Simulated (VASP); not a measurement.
Si2Mo:

```xyz
3
Lattice="-1.6000 1.6000 3.9305 1.6000 -1.6000 3.9305 1.6000 1.6000 -3.9305" Properties=species:S:1:pos:R:3 pbc="T T T"
Si    0.0000    0.0000    2.6177
Si    0.0000    0.0000    5.2433
Mo    0.0000    0.0000    0.0000
```

| Item | Value |
| --- | --- |
| Program | VASP 6.6.1 |
| Task | relaxation of cell and atoms |
| Functional | PBEsol |
| Potentials or basis | VASP PAW PBE potentials, release 64 (Si, Mo_sv) |
| Cutoff | 600 eV |
| k mesh | 18 × 18 × 18 |
| Occupations | gaussian, width 0.1 eV |
| Spin | no spin polarisation |

At the start: pressure -2.4 GPa; volume 13.42 Å³/atom.

Problem. How do energy, volume and symmetry change on relaxing?

Solution. Over 8 steps the energy falls by 2.9 meV/atom and the volume is 13.29 Å³/atom (-1.0 %); space group I4/mmm (No. 139, to 0.05 Å).

Step by step:
```csv
step,energy change (eV),largest force (eV/Å),pressure (GPa),volume (Å³)
1,0.0000,0.3273,-2.40,40.25
2,0.0028,0.0427,4.61,39.09
3,-0.0068,0.1671,0.70,39.71
4,-0.0086,0.0046,0.00,39.86
5,-0.0086,0.0002,0.00,39.86
6,-0.0086,0.0031,0.01,39.86
7,-0.0086,0.0042,-0.01,39.86
8,-0.0086,0.0040,0.01,39.86
```

Final structure:
```
CELL_PARAMETERS angstrom
-1.59597 1.59597 3.91211
1.59597 -1.59597 3.91211
1.59597 1.59597 -3.91211
ATOMIC_POSITIONS crystal
Si 0.33503 0.33503 0.00000
Si 0.66497 0.66497 0.00000
Mo 0.00000 0.00000 0.00000
```

Caveat: the PAW data sets were made with another functional, which shifts forces and pressure a little.
